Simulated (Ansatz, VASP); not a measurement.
## One calculation of In, two programs

```
In
1.0
    -1.88215    1.88215    1.88215
     1.88215   -1.88215    1.88215
     1.88215    1.88215   -1.88215
In
1
Direct
  0.00000 0.00000 0.00000
```

Alike in both runs: task single point; functional r2SCAN; k mesh 13 × 13 × 13; occupations fermi-dirac, width 0.1 eV; no spin polarisation.

|  | VASP | Ansatz |
| --- | --- | --- |
| version | VASP 6.6.1 | Ansatz 0.2.0 |
| potentials or method | VASP PAW PBE potentials, release 64 (In_d), cutoff 550 eV | plane waves (500 eV) with PAW, scalar-relativistic |
| valence electrons in the cell | 13 | 13 |

```csv
,VASP,Ansatz,Ansatz less VASP
pressure (GPa),-0.1,-0.1,-0.03
```

VASP's potentials were made for PBE, not for r2SCAN.
